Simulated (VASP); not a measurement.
The system is MgH2.

```
Mg H
1.0
     4.51680    0.00000    0.00000
     0.00000    4.51680    0.00000
     0.00000    0.00000    3.02050
Mg H
2 4
Direct
  0.00000 0.00000 0.00000
  0.50000 0.50000 0.50000
  0.30600 0.30600 0.00000
  0.19400 0.80600 0.50000
  0.69400 0.69400 0.00000
  0.80600 0.19400 0.50000
```

* Program: VASP 6.6.1
* Task: relaxation of cell and atoms
* Functional: LDA
* Potentials or basis: VASP PAW LDA potentials, release 64 (Mg, H)
* Cutoff: 600 eV
* k mesh: 6 × 6 × 8
* Occupations: gaussian, width 0.02 eV
* Spin: no spin polarisation

At the start: pressure -3.1 GPa; volume 10.27 Å³/atom.

Question: How do energy, volume and symmetry change on relaxing?

Answer: Over 8 steps the energy falls by 6.5 meV/atom and the volume is 9.65 Å³/atom (-6.1 %); space group P4_2/mnm (No. 136, to 0.1 Å) before and after.

The path:
```tsv
step	energy change (eV)	largest force (eV/Å)	pressure (GPa)	volume (Å³)
1	0.0000	0.0523	-3.13	61.62
2	-0.0274	0.0508	-1.70	59.85
3	-0.0376	0.0491	-0.12	58.14
4	-0.0377	0.0489	0.02	58.00
5	-0.0387	0.0244	0.01	57.95
6	-0.0392	0.0078	0.01	57.88
7	-0.0392	0.0068	0.01	57.88
8	-0.0392	0.0041	0.00	57.89
```

Final structure:
```xyz
6
Lattice="4.4169 0.0000 0.0000 0.0000 4.4169 0.0000 0.0000 0.0000 2.9673" Properties=species:S:1:pos:R:3 pbc="T T T"
Mg    4.4169    4.4169    2.9673
Mg    2.2084    2.2084    1.4836
H     1.3436    1.3436    0.0000
H     0.8648    3.5520    1.4836
H     3.0733    3.0733    0.0000
H     3.5520    0.8648    1.4836
```
